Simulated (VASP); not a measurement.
## Sc: single point with BLYP

The system is Sc.

```
CELL_PARAMETERS angstrom
0.00000 2.31996 2.31996
2.31996 0.00000 2.31996
2.31996 2.31996 0.00000
ATOMIC_POSITIONS crystal
Sc 0.00000 0.00000 0.00000
```

```
Program             : VASP 6.6.1
Task                : single point
Functional          : BLYP
Potentials or basis : VASP PAW PBE potentials, release 64 (Sc_sv)
Cutoff              : 520 eV
k mesh              : 10 × 10 × 10
Occupations         : fermi-dirac, width 0.05 eV
Spin                : no spin polarisation
```

```json
{"Pressure": "0.0 GPa"}
```

Levels at points of the mesh, in eV from the Fermi level:
| k point | band 3 | band 4 | band 5 | band 6 | band 7 | band 8 |
| --- | --- | --- | --- | --- | --- | --- |
| (0.00, 0.00, 0.00) | -27.88 | -27.88 | -5.05 | 1.46 | 1.46 | 1.46 |
| (0.50, 0.00, 0.00) | -27.93 | -27.93 | -1.73 | 0.37 | 1.37 | 1.37 |
| (0.50, 0.50, 0.00) | -28.02 | -28.02 | -1.48 | -0.65 | 2.02 | 3.65 |

Wall time 16 s on 1 thread of Intel(R) Xeon(R) Platinum 8259CL CPU @ 2.50GHz (Skylake/Cascade Lake) (shared host), peak memory 0.14 GiB.

Caveat: the PAW data sets were made with another functional, which shifts forces and pressure a little.
